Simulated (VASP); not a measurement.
# ZnCl4 (P6/mmm) in VASP: further runs

The runs below take ZnCl4 through relaxation of cell and atoms, single point, with PBE.

Program: VASP 6.6.1. These are calculated values, not measurements. Logs are shortened: lines on timing, memory, paths and dates and some standing lists are left out, and cuts for length are marked.

### 1 The cell of the first run

It takes space group P6/mmm (No. 191, hexagonal). The conventional cell has a = 6.727 Å, b = 6.727 Å, c = 6.235 Å, α = 90.00°, β = 90.00°, γ = 120.00°. Within 5.8 Å of Zn (site symmetry 6/mmm) lie 24 Cl at 4.42 to 5.66 Å. Within 2.7 Å of Cl (site symmetry 3m) lie 1 Cl at 2.01 Å.

### 2 Relaxation of cell and atoms, PBE

INCAR reads:

```
SYSTEM = ZnCl4
PREC = Accurate
ENCUT = 600
EDIFF = 1E-7
ISMEAR = 0
SIGMA = 0.1
LREAL = .FALSE.
LASPH = .TRUE.
NELM = 100
ALGO = Normal
ISIF = 3
LWAVE = .FALSE.
LCHARG = .FALSE.
GGA = PE
IBRION = 2
NSW = 90
EDIFFG = -0.04
```

KPOINTS reads:

```
Automatic mesh
0
G
  3 3 4
  0 0 0
```

POSCAR reads:

```
ZnCl4
1.0
    6.7269264663      0.0000000000      0.0000000000
   -3.3634632331      5.8256892092      0.0000000000
    0.0000000000      0.0000000000      6.2349904736
Zn Cl
1 4
Direct
    0.0000000000      0.0000000000      0.5000000000
    0.3333333333      0.6666666667      0.8387241456
    0.3333333333      0.6666666667      0.1612758544
    0.6666666667      0.3333333333      0.1612758544
    0.6666666667      0.3333333333      0.8387241456
```

Potentials or basis: VASP PAW PBE potentials, release 64 (Zn, Cl).

On the command line:

```sh
> cat potpaw_PBE.64/Zn/POTCAR potpaw_PBE.64/Cl/POTCAR > POTCAR
> mpirun -np 1 vasp_std > vasp.out
```

OUTCAR:

```text
SYSTEM = ZnCl4
   PREC = Accurate
   ENCUT = 600
   EDIFF = 1E-7
   ISMEAR = 0
   LREAL = .FALSE.
   LASPH = .TRUE.
   NELM = 100
   ISIF = 3
   GGA = PE
   IBRION = 2
   NSW = 90
   EDIFFG = -0.04

 ion  position               nearest neighbor table
   1  0.000  0.000  0.500-
   2  0.333  0.667  0.839-   3 2.01
   3  0.333  0.667  0.161-   2 2.01
   4  0.667  0.333  0.161-   5 2.01
   5  0.667  0.333  0.839-   4 2.01

  LATTYP: Found a hexagonal cell.
 ALAT       =     6.7269264663
 C/A-ratio  =     0.9268706154

  Lattice vectors:

 A1 = (   6.7269264663,   0.0000000000,   0.0000000000)
 A2 = (  -3.3634632331,   5.8256892092,   0.0000000000)
 A3 = (   0.0000000000,   0.0000000000,   6.2349904736)

Analysis of symmetry for initial positions (statically):
=====================================================================
 Subroutine PRICEL returns:
 Original cell was already a primitive cell.

 Routine SETGRP: Setting up the symmetry group for a
 hexagonal supercell.

 Subroutine GETGRP returns: Found 24 space group operations
 (whereof 24 operations were pure point group operations)
 out of a pool of 24 trial point group operations.

The static configuration has the point symmetry D_6h.

Analysis of symmetry for dynamics (positions and initial velocities):
=====================================================================
 Subroutine PRICEL returns:
 Original cell was already a primitive cell.

 Routine SETGRP: Setting up the symmetry group for a
 hexagonal supercell.

 Subroutine GETGRP returns: Found 24 space group operations
 (whereof 24 operations were pure point group operations)
 out of a pool of 24 trial point group operations.

The dynamic configuration has the point symmetry D_6h.

 Subroutine INISYM returns: Found 24 space group operations
 (whereof 24 operations are pure point group operations),
 and found     1 'primitive' translations

----------------------------------------------------------------------------------------

                                     Primitive cell

  volume of cell :     244.3429

  direct lattice vectors                    reciprocal lattice vectors
     6.726926466  0.000000000  0.000000000     0.148656300  0.085826755  0.000000000
    -3.363463233  5.825689209  0.000000000     0.000000000  0.171653510  0.000000000
     0.000000000  0.000000000  6.234990474     0.000000000  0.000000000  0.160385169

[... 62 lines left out ...]
   NGXF,Y,Z  is equivalent  to a cutoff of  26.69, 26.69, 26.66 a.u.
 SYSTEM =  ZnCl4
   PREC   = accura    normal or accurate (medium, high low for compatibility)
   ISTART =      0    job   : 0-new  1-cont  2-samecut
   ICHARG =      2    charge: 1-file 2-atom 10-const
   ISPIN  =      1    spin polarized calculation?
   LNONCOLLINEAR =      F non collinear calculations
   LSORBIT =      F    spin-orbit coupling
   LASPH  =      T    aspherical Exc in radial PAW
   ENCUT  =  600.0 eV  44.10 Ry    6.64 a.u.  13.44 13.44 12.45*2*pi/ulx,y,z
   NELM   =    100;   NELMIN=  2; NELMDL= -5     # of ELM steps
   EDIFF  = 0.1E-06   stopping-criterion for ELM
   LREAL  =      F    real-space projection
   EDIFFG = -.4E-01   stopping-criterion for IOM
   NSW    =     90    number of steps for IOM
   IBRION =      2    ionic relax: 0-MD 1-quasi-New 2-CG
   NFREE  =      1    steps in history (QN), initial steepest desc. (CG)
   ISIF   =      3    stress and relaxation
   ISYM   =      2    0-nonsym 1-usesym 2-fastsym
   POTIM  = 0.5000    time-step for ionic-motion
   TEBEG  =    0.0;   TEEND  =   0.0 temperature during run
   PSTRESS=    0.0 pullay stress
   NELECT =      40.0000    total number of electrons
   NUPDOWN=      -1.0000    fix difference up-down
   EMIN   =  10.00;   EMAX   =-10.00  energy-range for DOS
   EFERMI =   0.00;   METHOD = LEGACY
   ISMEAR =     0;   SIGMA  =   0.10  broadening in eV -4-tet -1-fermi 0-gaus
   EFERMI_NEDOS =   21; number of points for ismear=-14 and -15
   IALGO  =     38    algorithm
   IMIX   =      4    mixing-type and parameters
     AMIX     =   0.40;   BMIX     =  1.00
     AMIX_MAG =   1.60;   BMIX_MAG =  1.00
  volume/ion in A,a.u.               =      48.87       329.78
  Fermi-wavevector in a.u.,A,eV,Ry     =   0.895560  1.692364 10.912260  0.802028
  Thomas-Fermi vector in A             =   2.017908
   LORBIT       =      0    0 simple, 1 ext, 2 COOP (PROOUT), +10 PAW based schemes
   GGA     = PE    functional components
   LHFCALC =     F    Hartree Fock is set to
   AEXX    =    0.0000 exact exchange contribution
   IVDW    =     0    specifies the selected vdW correction
   LEPSILON=     F    determine dielectric tensor
   LRPA    =     F    only Hartree local field effects (RPA)
 conjugate gradient relaxation of ions
 non-spin polarized calculation
 Gauss-broadening in eV      SIGMA  =   0.10
  energy-cutoff  :      600.00
  volume of cell :      244.34
 maximum number of plane-waves:      8227
 NGX is ok and might be reduce to    54
   NGX = 27   NGY = 27   NGZ = 25

--------------------------------------- Ionic step        1  -------------------------------------------

 number of electron      40.0000000 magnetization

 Free energy of the ion-electron system (eV)
  ---------------------------------------------------
  ext. energy  EPLUGINS =         0.00000000
  ---------------------------------------------------
  free energy    TOTEN  =        -7.27922116 eV

  energy without entropy =       -7.27922116  energy(sigma->0) =       -7.27922116

------------------------ aborting loop because EDIFF is reached ----------------------------------------

  FORCE on cell =-STRESS in cart. coord.  units (eV):
  Direction    XX          YY          ZZ          XY          YZ          ZX
  --------------------------------------------------------------------------------------
  -------------------------------------------------------------------------------------
  Total        0.2307990      0.2307990     -0.9566439      0.0000000      0.0000000      0.0000000
  in kB        1.5133686      1.5133686     -6.2727951      0.0000000      0.0000000      0.0000000
  external PRESSURE =      -1.0820193 kB  Pullay stress =       0.0000000 kB
[... 143 lines left out ...]
--------------------------------------- Ionic step        5  -------------------------------------------

 number of electron      40.0000007 magnetization

 Free energy of the ion-electron system (eV)
  ---------------------------------------------------
  ext. energy  EPLUGINS =         0.00000000
  ---------------------------------------------------
  free energy    TOTEN  =        -7.28635072 eV

  energy without entropy =       -7.28635072  energy(sigma->0) =       -7.28635072

 E-fermi :  -1.8857     XC(G=0):  -5.7127

 val. band max:       -2.3591661650   @ k =   0.3333   0.3333   0.5000
 cond. band min:      -1.2013730838   @ k =   0.3333   0.0000   0.5000
 fundamental gap:      1.1577930812
 Fermi energy:        -1.8856661012

 k-point     1 :       0.0000    0.0000    0.0000
  band No.  band energies     occupation
      1     -20.0657      2.00000
      2     -19.9718      2.00000
      3     -15.8445      2.00000
      4     -15.7336      2.00000
      5      -8.6480      2.00000
      6      -8.5069      2.00000
[... 264 lines left out ...]
  FREE ENERGIE OF THE ION-ELECTRON SYSTEM (eV)
  ---------------------------------------------------
  free  energy   TOTEN  =        -7.2863507157 eV

  energy  without entropy=       -7.2863507157  energy(sigma->0) =       -7.28635072

 reached required accuracy - stopping structural energy minimisation
```

OSZICAR:

```text
N       E                     dE             d eps       ncg     rms          rms(c)
DAV:   1     0.336283422959E+03    0.33628E+03   -0.17529E+04   432   0.155E+03
DAV:   2     0.366730937721E+02   -0.29961E+03   -0.29444E+03   640   0.296E+02
DAV:   3    -0.703555294313E+01   -0.43709E+02   -0.43637E+02   560   0.119E+02
[... 51 lines left out ...]
DAV:   6    -0.728635055686E+01   -0.13173E-06   -0.61301E-05   448   0.533E-02    0.114E-02
DAV:   7    -0.728635074870E+01   -0.19184E-06   -0.49552E-06   488   0.175E-02    0.529E-03
DAV:   8    -0.728635107467E+01   -0.32597E-06   -0.44521E-07   416   0.455E-03    0.212E-03
DAV:   9    -0.728635080410E+01    0.27057E-06   -0.37536E-07   320   0.583E-03    0.124E-03
DAV:  10    -0.728635071567E+01    0.88434E-07   -0.12615E-07   352   0.217E-03
   5 F= -.72863507E+01 E0= -.72863507E+01  d E =-.340126E-02
```

CONTCAR:

```text
ZnCl4
   1.00000000000000
     6.7870114582478651    0.0000000000005168   -0.0000000000000000
    -3.3935057290730386    5.8777243386126230   -0.0000000000000000
     0.0000000000000000    0.0000000000000000    6.2155643639504712
  Zn              Cl
     1     4
Direct
     0.0000000000000000    0.0000000000000000    0.5000000000000000
     0.3333333332999970    0.6666666667000030    0.8393881328004090
     0.3333333332999970    0.6666666667000030    0.1606118671995910
     0.6666666667000030    0.3333333332999970    0.1606118671995910
     0.6666666667000030    0.3333333332999970    0.8393881328004090

  0.00000000E+00  0.00000000E+00  0.00000000E+00
  0.00000000E+00  0.00000000E+00  0.00000000E+00
  0.00000000E+00  0.00000000E+00  0.00000000E+00
  0.00000000E+00  0.00000000E+00  0.00000000E+00
  0.00000000E+00  0.00000000E+00  0.00000000E+00
```

Wall time 3.1 min (1 thread of Intel Xeon 6975P-C (Granite Rapids), shared host); peak memory 0.4 GiB.

Results:

```
Free energy                            : -7.2864 eV
Relaxed volume                         : 49.59 Å³/atom
Relaxed cell                           : a = 6.787 Å, b = 6.787 Å, c = 6.216 Å, α = 90.00°, β = 90.00°, γ = 120.00°
Space group after relaxing (to 0.05 Å) : P6/mmm (No. 191)
Energy gained by relaxing              : 1.4 meV/atom
Ionic steps                            : 5
Pressure after relaxing                : 0.1 GPa
Largest force after relaxing           : 0.004 eV/Å
Band gap on the k mesh                 : 1.16 eV, indirect (least direct gap 1.19 eV)
```

Forces in eV/Å, atoms in the order of the input:
```
Zn   0.000  0.000  0.000
Cl   0.000  0.000 -0.004
Cl   0.000  0.000  0.004
Cl   0.000  0.000  0.004
Cl   0.000  0.000 -0.004
```

Stress tensor (GPa, compression positive):
```
0.12 0.00 0.00
0.00 0.12 0.00
0.00 0.00 0.01
```

The path:
```
step  energy change (eV)  largest force (eV/Å)  pressure (GPa)  volume (Å³)
   1              0.0000                0.2372           -0.11       244.34
   2              0.0094                0.5162            0.56       243.17
   3             -0.0037                0.0098            0.11       243.93
   4             -0.0047                0.0080            0.11       244.93
   5             -0.0071                0.0042            0.09       247.95
```

Final structure:
```
Zn Cl
1.0
     6.78701    0.00000    0.00000
    -3.39351    5.87772    0.00000
     0.00000    0.00000    6.21556
Zn Cl
1 4
Cartesian
  0.0000 0.0000 3.1078
  0.0000 3.9185 5.2173
  0.0000 3.9185 0.9983
  3.3935 1.9592 0.9983
  3.3935 1.9592 5.2173
```

### 3 Single point, PBE

This run uses another cell than the first one, of 52.95 Å³/atom, 1.083 times its volume.

INCAR reads:

```
PREC = Accurate
ENCUT = 520
EDIFF = 1E-6
ISMEAR = 0
SIGMA = 0.02
LREAL = F
LASPH = T
NELM = 80
ALGO = Normal
ISIF = 2
LWAVE = F
LCHARG = F
GGA = PE
NBANDS = 28
```

KPOINTS reads:

```
Automatic mesh
0
Gamma
  6 6 6
```

POSCAR reads:

```
ZnCl4
1.0
    7.0756429834      0.0000000000      0.0000000000
   -3.5378214917      6.1276865718      0.0000000000
    0.0000000000      0.0000000000      6.1059263206
Zn Cl
1 4
Direct
    0.0000000000      0.0000000000      0.5000000000
    0.3333333333      0.6666666667      0.8357210093
    0.3333333333      0.6666666667      0.1642789907
    0.6666666667      0.3333333333      0.1642789907
    0.6666666667      0.3333333333      0.8357210093
```

Potentials or basis: VASP PAW PBE potentials, release 64 (Zn, Cl).

On the command line:

```sh
> cat potpaw_PBE.64/Zn/POTCAR potpaw_PBE.64/Cl/POTCAR > POTCAR
> mpirun -np 1 vasp_std > vasp.out
```

Wall time 2 min (1 thread of Intel Xeon 6975P-C (Granite Rapids), shared host); peak memory 0.46 GiB.

The run converged. Its results:

* Free energy: -7.2922 eV
* Pressure: -0.2 GPa
* Largest force: 0.183 eV/Å
* Band gap on the k mesh: 1.02 eV, indirect (least direct gap 1.03 eV)

Forces in eV/Å, atoms in the order of the input:
```
Zn   0.000  0.000  0.000
Cl   0.000  0.000  0.183
Cl   0.000  0.000 -0.183
Cl   0.000  0.000 -0.183
Cl   0.000  0.000  0.183
```

Stress tensor (GPa, compression positive):
```
-0.02  0.00  0.00
 0.00 -0.02  0.00
 0.00  0.00 -0.46
```

Levels at points of the mesh, in eV from the valence-band top:
```tsv
k point	band 17	band 18	band 19	band 20	band 21	band 22	band 23	band 24
(0.00, 0.00, 0.00)	-1.61	-1.29	-1.29	-0.21	1.84	1.92	4.88	4.88
(0.50, 0.00, 0.00)	-1.55	-1.36	-1.25	-0.15	1.87	1.89	4.30	4.80
(0.00, 0.00, 0.50)	-1.70	-1.35	-1.35	-0.24	1.12	1.22	3.98	5.16
(0.50, 0.00, 0.50)	-1.69	-1.43	-1.30	-0.01	1.02	1.15	4.46	4.85
```
